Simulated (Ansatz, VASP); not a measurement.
BP: VASP beside Ansatz

File POSCAR:

```
BP
1.0
    0.0000000000      2.2226808807      2.2226808807
    2.2226808807      0.0000000000      2.2226808807
    2.2226808807      2.2226808807      0.0000000000
P B
1 1
Direct
    0.7500000000      0.7500000000      0.7500000000
    0.0000000000      0.0000000000      0.0000000000
```

INCAR.step1

```
SYSTEM = BP
  PREC = Accurate
  ENCUT = 520
  EDIFF = 1E-5
  ISMEAR = -1
  SIGMA = 0.05
  LREAL = .FALSE.
  LASPH = .TRUE.
  NELM = 80
  ALGO = Normal
  ISIF = 2
  LWAVE = .TRUE.
  LCHARG = .FALSE.
  NBANDS = 11
  GGA = PE
```

Contents of INCAR.step2:

```
SYSTEM = BP
  PREC = Accurate
  ENCUT = 520
  EDIFF = 1E-6
  ISMEAR = -1
  SIGMA = 0.05
  LREAL = .FALSE.
  LASPH = .TRUE.
  NELM = 80
  ALGO = Normal
  ISIF = 2
  LWAVE = .FALSE.
  LCHARG = .FALSE.
  GGA = PS
  LHFCALC = .TRUE.
  AEXX = 0.25
  PRECFOCK = Normal
  NBANDS = 11
  ISTART = 1
```

File KPOINTS:

```
regular mesh
0
G
  5 5 5
  0 0 0
```

Contents of input.yaml:

```yaml
crystal:
  lattice:
    - [0.0, 2.2226808807, 2.2226808807]
    - [2.2226808807, 0.0, 2.2226808807]
    - [2.2226808807, 2.2226808807, 0.0]
  atoms:
    - { symbol: P, position: [0.75, 0.75, 0.75] }
    - { symbol: B, position: [0.0, 0.0, 0.0] }
hamiltonian:
  xc: { exchange: pbesol, correlation: pbesol, exx: { coeff: 0.25 } }
  pseudopotentials: { kind: paw }
kpoints:
  mp_grid: { grid: [5, 5, 5] }
scf:
  occupations: { method: fermi_dirac, width: 0.05 }
output:
  forces: true
  stress: true
  eigenvalues: true
```

Alike in both runs: task single point; functional PBEsol-based global hybrid; k mesh 5 × 5 × 5; occupations fermi-dirac, width 0.05 eV; no spin polarisation.

```csv
,VASP,Ansatz
version,VASP 6.6.1,Ansatz 0.2.0
potentials or method,"VASP PAW PBE potentials, release 64 (P, B)",Ansatz PAW
plane-wave cutoff (eV),520,420
valence electrons in the cell,8,8
```

VASP gave:

| Property | Result |
| --- | --- |
| gap on the k mesh at the Fermi level (eV) | 2.57 |
| least direct gap on the mesh (eV) | 5.16 |
| pressure (GPa) | 7.7 |

Q: What did Ansatz give for the same quantities?

A: gap on the k mesh at the Fermi level (eV): 2.54; least direct gap on the mesh (eV): 5.12; pressure (GPa): 8.2.

VASP's potentials were made for PBE, not for PBEsol-based global hybrid. With one functional, cell and mesh, what is left measures potentials, basis and numerics.

The k mesh is coarse, so the values compare programs but aren't converged. Noted on Ansatz's run: odd divisions of the mesh miss points on the zone boundary, where band edges often lie, so the gap on the mesh can be too wide.
